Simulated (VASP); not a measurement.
# Si2B3 (Pm-3m) in VASP: notebook

The runs below take Si2B3 through single point, relaxation of cell and atoms, with PBE.

Program: VASP 6.6.1. These are calculated values, not measurements. Logs are shortened: lines on timing, memory, paths and dates and some standing lists are left out, and cuts for length are marked.

## (1) The cell of the first run

The structure is cubic, space group Pm-3m (No. 221). The conventional cell has a = 3.994 Å, b = 3.994 Å, c = 3.994 Å, α = 90.00°, β = 90.00°, γ = 90.00°. Within 3.7 Å of Si (site symmetry m-3m) lie 12 B at 2.82 Å and 8 Si at 3.46 Å. Si (site symmetry m-3m) has 6 B at 2.00 Å within 2.6 Å. B (site symmetry 4/mmm) has 2 Si at 2.00 Å within 2.6 Å.

## (2) Single point, PBE

The input, INCAR:

```
ALGO     = Normal         # electronic algorithm
EDIFF    = 1E-6           # SCF threshold, eV
ENCUT    = 500            # plane-wave cutoff, eV
GGA      = PE             # functional
GGA_COMPAT= F            
ISIF     = 2              # what is computed and relaxed
ISMEAR   = 0              # smearing method
LASPH    = T              # aspherical terms in the spheres
LCHARG   = F              # write CHGCAR
LREAL    = F              # projectors in reciprocal space
LWAVE    = F              # write WAVECAR
NBANDS   = 16             # bands
NELM     = 120            # most SCF steps
PREC     = Accurate       # precision mode
SIGMA    = 0.2            # smearing width, eV
```

The input, KPOINTS:

```
k-points
0
Gamma
  4 4 4
```

The input, POSCAR:

```
Si2B3
1.0
    3.9940636193      0.0000000000      0.0000000000
    0.0000000000      3.9940636193      0.0000000000
    0.0000000000      0.0000000000      3.9940636193
Si B
2 3
Direct
    0.5000000000      0.5000000000      0.5000000000
    0.0000000000      0.0000000000      0.0000000000
    0.5000000000      0.0000000000      0.0000000000
    0.0000000000      0.5000000000      0.0000000000
    0.0000000000      0.0000000000      0.5000000000
```

Potentials or basis: VASP PAW PBE potentials, release 64 (Si, B).

Started as:

```console
$ cat potpaw_PBE.64/Si/POTCAR potpaw_PBE.64/B/POTCAR > POTCAR
$ mpirun -np 1 vasp_std > vasp.out
```

OUTCAR:

```text
EDIFF = 1E-6
   ENCUT = 500
   GGA = PE
   ISIF = 2
   ISMEAR = 0
   LASPH = T
   LREAL = F
   NELM = 120
   PREC = Accurate

 ion  position               nearest neighbor table
   1  0.500  0.500  0.500-
   2  0.000  0.000  0.000-   3 2.00   4 2.00   5 2.00   5 2.00   4 2.00   3 2.00
   3  0.500  0.000  0.000-   2 2.00   2 2.00
   4  0.000  0.500  0.000-   2 2.00   2 2.00
   5  0.000  0.000  0.500-   2 2.00   2 2.00

  LATTYP: Found a simple cubic cell.
 ALAT       =     3.9940636193

  Lattice vectors:

 A1 = (   3.9940636193,   0.0000000000,   0.0000000000)
 A2 = (   0.0000000000,   3.9940636193,   0.0000000000)
 A3 = (   0.0000000000,   0.0000000000,   3.9940636193)

Analysis of symmetry for initial positions (statically):
=====================================================================
 Subroutine PRICEL returns:
 Original cell was already a primitive cell.

 Routine SETGRP: Setting up the symmetry group for a
 simple cubic supercell.

 Subroutine GETGRP returns: Found 48 space group operations
 (whereof 48 operations were pure point group operations)
 out of a pool of 48 trial point group operations.

The static configuration has the point symmetry O_h .

Analysis of symmetry for dynamics (positions and initial velocities):
=====================================================================
 Subroutine PRICEL returns:
 Original cell was already a primitive cell.

 Routine SETGRP: Setting up the symmetry group for a
 simple cubic supercell.

 Subroutine GETGRP returns: Found 48 space group operations
 (whereof 48 operations were pure point group operations)
 out of a pool of 48 trial point group operations.

The dynamic configuration has the point symmetry O_h .

 Subroutine INISYM returns: Found 48 space group operations
 (whereof 48 operations are pure point group operations),
 and found     1 'primitive' translations

----------------------------------------------------------------------------------------

                                     Primitive cell

  volume of cell :      63.7155

  direct lattice vectors                    reciprocal lattice vectors
     3.994063619  0.000000000  0.000000000     0.250371575  0.000000000  0.000000000
     0.000000000  3.994063619  0.000000000     0.000000000  0.250371575  0.000000000
     0.000000000  0.000000000  3.994063619     0.000000000  0.000000000  0.250371575

  length of vectors
     3.994063619  3.994063619  3.994063619     0.250371575  0.250371575  0.250371575

  position of ions in fractional coordinates (direct lattice)
     0.500000000  0.500000000  0.500000000
     0.000000000  0.000000000  0.000000000
     0.500000000  0.000000000  0.000000000
     0.000000000  0.500000000  0.000000000
     0.000000000  0.000000000  0.500000000

  ion indices of the primitive-cell ions
   primitive index   ion index
                 1           1
                 2           2
                 3           3
                 4           4
                 5           5

----------------------------------------------------------------------------------------

 KPOINTS: k-points

Automatic generation of k-mesh.
 Grid dimensions read from file:
 generate k-points for:    4    4    4

 Generating k-lattice:

  Cartesian coordinates                     Fractional coordinates (reciprocal lattice)
     0.062592894  0.000000000  0.000000000     0.250000000  0.000000000  0.000000000
     0.000000000  0.062592894  0.000000000     0.000000000  0.250000000  0.000000000
     0.000000000  0.000000000  0.062592894     0.000000000  0.000000000  0.250000000

  Length of vectors
     0.062592894  0.062592894  0.062592894

  Shift w.r.t. Gamma in fractional coordinates (k-lattice)
     0.000000000  0.000000000  0.000000000

 Subroutine IBZKPT returns following result:
 ===========================================

 Found     10 irreducible k-points:

 Following reciprocal coordinates:
            Coordinates               Weight
  0.000000  0.000000  0.000000      1.000000
  0.250000  0.000000  0.000000      6.000000
  0.500000  0.000000  0.000000      3.000000
  0.250000  0.250000  0.000000     12.000000
  0.500000  0.250000  0.000000     12.000000
  0.500000  0.500000  0.000000      3.000000
  0.250000  0.250000  0.250000      8.000000
  0.500000  0.250000  0.250000     12.000000
  0.500000  0.500000  0.250000      6.000000
  0.500000  0.500000  0.500000      1.000000
   k-points           NKPTS =     10   k-points in BZ     NKDIM =     10   number of bands    NBANDS=     16
   number of dos      NEDOS =    301   number of ions     NIONS =      5
   total plane-waves  NPLWV =  27000
   dimension x,y,z NGX =    30 NGY =   30 NGZ =   30
   dimension x,y,z NGXF=    60 NGYF=   60 NGZF=   60
   ions per type =               2   3
   NGX,Y,Z   is equivalent  to a cutoff of  12.49, 12.49, 12.49 a.u.
   NGXF,Y,Z  is equivalent  to a cutoff of  24.97, 24.97, 24.97 a.u.
 SYSTEM =  unknown system
   PREC   = accura    normal or accurate (medium, high low for compatibility)
   ISTART =      0    job   : 0-new  1-cont  2-samecut
   ICHARG =      2    charge: 1-file 2-atom 10-const
   ISPIN  =      1    spin polarized calculation?
   LNONCOLLINEAR =      F non collinear calculations
   LSORBIT =      F    spin-orbit coupling
   LASPH  =      T    aspherical Exc in radial PAW
   ENCUT  =  500.0 eV  36.75 Ry    6.06 a.u.   7.28  7.28  7.28*2*pi/ulx,y,z
   NELM   =    120;   NELMIN=  2; NELMDL= -5     # of ELM steps
   EDIFF  = 0.1E-05   stopping-criterion for ELM
   LREAL  =      F    real-space projection
   EDIFFG = 0.1E-04   stopping-criterion for IOM
   NSW    =      0    number of steps for IOM
   IBRION =     -1    ionic relax: 0-MD 1-quasi-New 2-CG
   NFREE  =      0    steps in history (QN), initial steepest desc. (CG)
   ISIF   =      2    stress and relaxation
   ISYM   =      2    0-nonsym 1-usesym 2-fastsym
   POTIM  = 0.5000    time-step for ionic-motion
   TEBEG  =    0.0;   TEEND  =   0.0 temperature during run
   PSTRESS=    0.0 pullay stress
   NELECT =      17.0000    total number of electrons
   NUPDOWN=      -1.0000    fix difference up-down
   EMIN   =  10.00;   EMAX   =-10.00  energy-range for DOS
   EFERMI =   0.00;   METHOD = LEGACY
   ISMEAR =     0;   SIGMA  =   0.20  broadening in eV -4-tet -1-fermi 0-gaus
   EFERMI_NEDOS =   21; number of points for ismear=-14 and -15
   IALGO  =     38    algorithm
   IMIX   =      4    mixing-type and parameters
     AMIX     =   0.40;   BMIX     =  1.00
     AMIX_MAG =   1.60;   BMIX_MAG =  1.00
  volume/ion in A,a.u.               =      12.74        85.99
  Fermi-wavevector in a.u.,A,eV,Ry     =   1.053924  1.991628 15.112764  1.110757
  Thomas-Fermi vector in A             =   2.189065
   LORBIT       =      0    0 simple, 1 ext, 2 COOP (PROOUT), +10 PAW based schemes
   GGA     = PE    functional components
   LHFCALC =     F    Hartree Fock is set to
   AEXX    =    0.0000 exact exchange contribution
   IVDW    =     0    specifies the selected vdW correction
   LEPSILON=     F    determine dielectric tensor
   LRPA    =     F    only Hartree local field effects (RPA)
 non-spin polarized calculation
 Gauss-broadening in eV      SIGMA  =   0.20
  energy-cutoff  :      500.00
  volume of cell :       63.72
 maximum number of plane-waves:      1647
 NGX is ok and might be reduce to    30
   NGX = 15   NGY = 15   NGZ = 15

 number of electron      17.0000001 magnetization

 Free energy of the ion-electron system (eV)
  ---------------------------------------------------
  ext. energy  EPLUGINS =         0.00000000
  ---------------------------------------------------
  free energy    TOTEN  =       -22.33381704 eV

  energy without entropy =      -22.26134891  energy(sigma->0) =      -22.29758297

 E-fermi :   5.8541     XC(G=0): -10.5185

 val. band max:        5.8245471386   @ k =   0.2500   0.2500   0.0000
 cond. band min:       5.8938592593   @ k =   0.5000   0.5000   0.0000
 fundamental gap:      0.0693121207
 Fermi energy:         5.8541059753

 k-point     1 :       0.0000    0.0000    0.0000
  band No.  band energies     occupation
      1      -7.1801      2.00000
      2       0.5358      2.00000
      3       0.5358      2.00000
      4       0.5358      2.00000
      5       0.5474      2.00000
      6       1.9080      2.00000
[... 8 lines left out ...]
     15      12.8353      0.00000
     16      12.8353      0.00000

 k-point     2 :       0.2500    0.0000    0.0000
  band No.  band energies     occupation
      1      -6.7216      2.00000
      2      -2.3712      2.00000
      3       0.9169      2.00000
      4       0.9169      2.00000
      5       1.4452      2.00000
      6       2.1607      2.00000
[... 8 lines left out ...]
     15      11.9656      0.00000
     16      11.9656      0.00000

 k-point     3 :       0.5000    0.0000    0.0000
  band No.  band energies     occupation
      1      -5.8625      2.00000
      2      -4.1702      2.00000
      3       1.4851      2.00000
      4       1.4851      2.00000
      5       2.1794      2.00000
      6       2.4845      2.00000
[... 8 lines left out ...]
     15      10.8396      0.00000
     16      10.8396      0.00000

 k-point     4 :       0.2500    0.2500    0.0000
  band No.  band energies     occupation
      1      -6.2754      2.00000
      2      -2.2020      2.00000
      3      -1.5324      2.00000
      4       1.2827      2.00000
      5       1.5648      2.00000
      6       3.0466      2.00000
[... 8 lines left out ...]
     15      10.4575      0.00000
     16      12.5705      0.00000
[... 58 lines left out ...]
 k-point     8 :       0.5000    0.2500    0.2500
  band No.  band energies     occupation
      1      -5.0747      2.00000
      2      -3.1627      2.00000
      3      -0.5367      2.00000
      4      -0.5172      2.00000
      5       0.1900      2.00000
      6       2.1598      2.00000
[... 8 lines left out ...]
     15      10.8356      0.00000
     16      11.5606      0.00000

 k-point     9 :       0.5000    0.5000    0.2500
  band No.  band energies     occupation
      1      -4.4493      2.00000
      2      -2.0303      2.00000
      3      -2.0303      2.00000
      4      -1.2541      2.00000
      5       0.0487      2.00000
      6       2.7359      2.00000
[... 8 lines left out ...]
     15      11.7021      0.00000
     16      11.7021      0.00000

 k-point    10 :       0.5000    0.5000    0.5000
  band No.  band energies     occupation
      1      -3.8640      2.00000
      2      -1.3790      2.00000
      3      -1.3790      2.00000
      4      -1.3790      2.00000
      5      -0.1751      2.00000
      6       1.1301      2.00000
[... 8 lines left out ...]
     15      12.5131      0.00000
     16      12.5131      0.00000

------------------------ aborting loop because EDIFF is reached ----------------------------------------

  FORCE on cell =-STRESS in cart. coord.  units (eV):
  Direction    XX          YY          ZZ          XY          YZ          ZX
  --------------------------------------------------------------------------------------
  -------------------------------------------------------------------------------------
  Total        0.0267104      0.0267104      0.0267104      0.0000000     -0.0000000      0.0000000
  in kB        0.6716550      0.6716550      0.6716550      0.0000000     -0.0000000      0.0000000
  external PRESSURE =       0.6716550 kB  Pullay stress =       0.0000000 kB

 VOLUME and BASIS-vectors are now :
 -----------------------------------------------------------------------------
  energy-cutoff  :      500.00
  volume of cell :       63.72
      direct lattice vectors                 reciprocal lattice vectors
     3.994063619  0.000000000  0.000000000     0.250371575  0.000000000  0.000000000
     0.000000000  3.994063619  0.000000000     0.000000000  0.250371575  0.000000000
     0.000000000  0.000000000  3.994063619     0.000000000  0.000000000  0.250371575

 POSITION                                       TOTAL-FORCE (eV/Angst)
 -----------------------------------------------------------------------------------
      1.99703      1.99703      1.99703         0.000000      0.000000      0.000000
      0.00000      0.00000      0.00000         0.000000      0.000000      0.000000
      1.99703      0.00000      0.00000         0.000000      0.000000      0.000000
      0.00000      1.99703      0.00000         0.000000      0.000000      0.000000
      0.00000      0.00000      1.99703         0.000000      0.000000      0.000000
 -----------------------------------------------------------------------------------
    total drift:                               -0.000000     -0.000000      0.000000

  FREE ENERGIE OF THE ION-ELECTRON SYSTEM (eV)
  ---------------------------------------------------
  free  energy   TOTEN  =       -22.3338170381 eV

  energy  without entropy=      -22.2613489055  energy(sigma->0) =      -22.29758297
```

Wall time 8.2 s (1 thread of AMD EPYC 7R13 (Zen 3), shared host); peak memory 0.13 GiB.

What came out:

| Item | Value |
| --- | --- |
| Free energy | -22.3338 eV |
| Pressure | 0.1 GPa |

Levels at points of the mesh, in eV from the Fermi level:
```csv
k point,band 6,band 7,band 8,band 9,band 10,band 11
"(0.00, 0.00, 0.00)",-3.95,-3.95,0.97,0.97,0.97,2.64
"(0.50, 0.00, 0.00)",-3.37,-2.17,-1.42,-1.42,0.42,2.78
"(0.50, 0.50, 0.00)",-2.10,0.04,0.04,0.05,0.05,0.40
"(0.50, 0.50, 0.50)",-4.72,-4.72,-4.72,2.11,2.11,5.43
```

Caveat: the k points lie up to 0.39 Å⁻¹ apart.

[end of part 1 of 2]
